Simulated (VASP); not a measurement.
# CuO (P1) in VASP: a series of runs, part 2 of 2

VASP 6.6.1. The steps go on from the part before.

## 3. Single point, PBE (9.29 Å³/atom)

This run uses another cell than the first one, of 9.29 Å³/atom.

Input file INCAR:

```
  PREC = Accurate
  ENCUT = 520
  EDIFF = 1E-6
  ISMEAR = -1
  SIGMA = 0.05
  LREAL = False
  LASPH = True
  NELM = 100
  ALGO = Normal
  ISIF = 2
  LWAVE = False
  LCHARG = False
  GGA = PE
  NBANDS = 25
```

Input file KPOINTS:

```
regular mesh
0
Gamma
  10 10 6
```

Input file POSCAR:

```
CuO
1.0
    0.0000000000     -2.1023544713     -2.1023544713
   -2.1023544713      0.0000000000     -2.1023544713
    2.1023544713      2.1023544713     -4.2047089426
Cu O
2 2
Direct
    0.5038875400      0.4769880100      0.4880064000
    0.0038875400      0.9769880100      0.9880064000
    0.7461124600      0.7730119900      0.7619936000
    0.2461124600      0.2730119900      0.2619936000
```

Potentials or basis: VASP PAW PBE potentials, release 64 (Cu, O).

On the command line:

```bash
cat potpaw_PBE.64/Cu/POTCAR potpaw_PBE.64/O/POTCAR > POTCAR
mpirun -np 1 vasp_std > vasp.out
```

OUTCAR:

```text
PREC = Accurate
   ENCUT = 520
   EDIFF = 1E-6
   ISMEAR = -1
   LREAL = False
   LASPH = True
   NELM = 100
   ISIF = 2
   GGA = PE

 ion  position               nearest neighbor table
   1  0.504  0.477  0.488-   4 1.92   4 2.04   3 2.07   4 2.16   3 2.18   3 2.29
   2  0.004  0.977  0.988-   3 1.92   3 2.04   4 2.07   3 2.16   4 2.18   4 2.29
   3  0.746  0.773  0.762-   2 1.92   2 2.04   1 2.07   2 2.16   1 2.18   1 2.29
   4  0.246  0.273  0.262-   1 1.92   1 2.04   2 2.07   1 2.16   2 2.18   2 2.29

  LATTYP: Found a trigonal (rhomboedric) cell.
[... 910 lines left out ...]
  --------------------------------------------------------------------------------------
  -------------------------------------------------------------------------------------
  Total        1.6237238      1.8174894      3.6989458      0.0626062      0.2847863     -0.1897629
  in kB       69.9914379     78.3438018    159.4449374      2.6986722     12.2758560     -8.1798241
  external PRESSURE =     102.5933924 kB  Pullay stress =       0.0000000 kB

 VOLUME and BASIS-vectors are now :
 -----------------------------------------------------------------------------
  energy-cutoff  :      520.00
  volume of cell :       37.17
      direct lattice vectors                 reciprocal lattice vectors
     0.000000000 -2.102354471 -2.102354471     0.118914295 -0.356742885 -0.118914295
    -2.102354471  0.000000000 -2.102354471    -0.356742885  0.118914295 -0.118914295
     2.102354471  2.102354471 -4.204708943     0.118914295  0.118914295 -0.118914295

 POSITION                                       TOTAL-FORCE (eV/Angst)
 -----------------------------------------------------------------------------------
      0.02316     -0.03339     -4.11407        -0.251583      0.360329     -1.291673
      0.02316      2.06897     -6.21643        -0.251583      0.360329     -1.291673
     -0.02316      0.03339     -6.39770         0.251583     -0.360329      1.291673
     -0.02316      0.03339     -2.19299         0.251583     -0.360329      1.291673
 -----------------------------------------------------------------------------------
    total drift:                                0.000064     -0.000981     -0.000417

  FREE ENERGIE OF THE ION-ELECTRON SYSTEM (eV)
  ---------------------------------------------------
  free  energy   TOTEN  =       -18.8003669144 eV

  energy  without entropy=      -18.7750665111  energy(sigma->0) =      -18.78771671
```

Run time: 2.5 min. Hardware: 1 thread of Intel Xeon Platinum 8488C (Sapphire Rapids), shared host; peak memory 0.34 GiB.

What came out:

- Free energy: -18.8004 eV
- Pressure: 10.3 GPa
- Largest force: 1.364 eV/Å
- Band gap on the k mesh: zero (bands 17 and 18 overlap by 1.16 eV)

Forces on the atoms (eV/Å):
```
Cu  -0.252  0.360 -1.292
Cu  -0.252  0.360 -1.292
O    0.252 -0.360  1.292
O    0.252 -0.360  1.292
```

Stress tensor (GPa, compression positive):
```
 7.00  0.27 -0.82
 0.27  7.83  1.23
-0.82  1.23 15.94
```

Caveat: the cell stands under pressure; semilocal functionals often make such compounds metallic where correlation or magnetic order opens a gap, which also shifts bond lengths; forces of over 1 eV/Å act on the atoms, so gaps and moduli don't describe the material at rest.

## 4. Single point, PBE (all O atoms moved 0.2 Å in one direction)

Input file INCAR:

```
ALGO = Normal
EDIFF = 1E-6
ENCUT = 520
GGA = PE
ISIF = 2
ISMEAR = -1
LASPH = True
LCHARG = False
LREAL = False
LWAVE = False
NBANDS = 25
NELM = 80
PREC = Accurate
SIGMA = 0.05
```

Input file KPOINTS:

```
k-points
0
Gamma
  10 10 6
```

Input file POSCAR:

```
CuO
1.0
    0.0000000000     -2.1165600000     -2.1165600000
   -2.1165600000      0.0000000000     -2.1165600000
    2.1165600000      2.1165600000     -4.2331200000
Cu O
2 2
Direct
    0.5038875400      0.4769880100      0.4880064000
    0.0038875400      0.9769880100      0.9880064000
    0.7461124600      0.7730119900      0.7619936000
    0.2461124600      0.2730119900      0.2619936000
```

On the command line:

```bash
cat potpaw_PBE.64/Cu/POTCAR potpaw_PBE.64/O/POTCAR > POTCAR
mpirun -np 1 vasp_std > vasp.out
```

Run time: 2.8 min. Hardware: 1 thread of Intel Xeon Platinum 8488C (Sapphire Rapids), shared host; peak memory 0.35 GiB.

The run converged. Its results:

- Free energy: -18.8399 eV
- Pressure: 6.1 GPa
- Largest force: 1.248 eV/Å
- Band gap on the k mesh: zero (bands 17 and 18 overlap by 1.13 eV)

Forces in eV/Å, atoms in the order of the input:
```
Cu  -0.229  0.327 -1.182
Cu  -0.229  0.327 -1.182
O    0.229 -0.327  1.182
O    0.229 -0.327  1.182
```

Stress tensor (GPa, compression positive):
```
 3.08  0.23 -0.71
 0.23  3.84  1.08
-0.71  1.08 11.24
```

Levels at points of the mesh, in eV from the Fermi level:
```csv
k point,band 15,band 16,band 17,band 18,band 19,band 20
"(0.00, 0.00, 0.00)",-1.45,-1.16,0.53,0.69,1.39,5.88
"(0.50, 0.00, 0.00)",-0.75,-0.75,-0.28,-0.28,7.15,7.15
"(0.00, 0.50, 0.00)",-0.61,-0.61,-0.30,-0.30,7.16,7.16
"(0.50, 0.50, 0.00)",-1.57,-1.46,0.50,0.66,5.51,5.90
"(0.00, 0.00, 0.50)",-0.17,-0.17,-0.05,-0.05,4.17,4.17
"(0.50, 0.00, 0.50)",-1.48,-1.47,0.46,0.60,5.56,5.92
"(0.00, 0.50, 0.50)",-1.48,-1.41,0.69,0.74,5.57,5.84
"(0.50, 0.50, 0.50)",-0.74,-0.74,-0.44,-0.44,7.12,7.12
```

Caveat: the cell differs from its parent crystal (all O atoms moved 0.2 Å in one direction); the cell stands under pressure; semilocal functionals often make such compounds metallic where correlation or magnetic order opens a gap, which also shifts bond lengths; forces of over 1 eV/Å act on the atoms, so gaps and moduli don't describe the material at rest.

## 5. The runs side by side

| cell | gap on the mesh (eV) | pressure (GPa) | largest force (eV/Å) |
| --- | --- | --- | --- |
| a = 2.953, b = 2.953, c = 5.114 Å, angles 73.2, 73.2, 60.0°, 4 atoms | none | 15.0 | 1.49 |
| a = 2.973, b = 2.973, c = 5.150 Å, angles 73.2, 73.2, 60.0°, 4 atoms | none | 10.3 | 1.36 |
| a = 2.993, b = 2.993, c = 5.184 Å, angles 73.2, 73.2, 60.0°, 4 atoms | none | 6.1 | 1.25 |

Alike in all rows: task single point; level PBE; potentials or basis VASP PAW PBE potentials, release 64 (Cu, O); no spin polarisation; k mesh 10 × 10 × 6; cutoff (eV) 520; smearing fermi-dirac 0.05 eV.

Caveats: the cell stands under pressure; semilocal functionals often make such compounds metallic where correlation or magnetic order opens a gap, which also shifts bond lengths; forces of over 1 eV/Å act on the atoms, so gaps and moduli don't describe the material at rest.

Total energies depend on the potentials used, so only differences within one code and one set of settings carry meaning.
